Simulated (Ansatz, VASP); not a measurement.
TiC in VASP and in Ansatz

```
Ti C
1.0
     5.52757    0.46498    0.60907
     0.41754    4.96042   -0.12030
     0.56494   -0.10729    5.93087
Ti C
7 7
Direct
  0.07389 0.70177 0.27209
  0.56382 0.60246 0.91311
  0.93510 0.23053 0.55731
  0.38817 0.14200 0.20422
  0.58472 0.58736 0.40330
  0.45115 0.11644 0.69185
  0.92676 0.21937 0.06465
  0.23722 0.90834 0.96034
  0.24981 0.41682 0.97921
  0.24725 0.42371 0.49710
  0.81906 0.70089 0.61910
  0.70643 0.08512 0.34704
  0.06641 0.62291 0.66177
  0.16112 0.66455 0.87894
```

Alike in both runs: functional PBE; k mesh 3 × 3 × 3; occupations gaussian, width 0.1 eV; no spin polarisation.

Ansatz relaxed the structure, and its values are those at the end. VASP's run is a single point on that final structure, the one shown.

```csv
,VASP,Ansatz
version,VASP 6.6.1,Ansatz 0.2.0
potentials or method,"VASP PAW PBE potentials, release 64 (Ti_sv, C), cutoff 520 eV","scalar-relativistic, plane waves, PAW"
valence electrons in the cell,112,112
```

VASP gave:

| Quantity | Value |
| --- | --- |
| gap on the k mesh at the Fermi level (eV) | none |
| rms of the force components (eV/Å) | 0.023 |

Q: What did Ansatz give for the same quantities?

A: gap on the k mesh at the Fermi level (eV): none; rms of the force components (eV/Å): 0.015.

A gap of «none» marks a metal or a gap that the smearing closes. The functional is the same, so the differences come from potentials, cutoffs and numerics.

The k mesh is coarse, so the values compare programs but aren't converged.
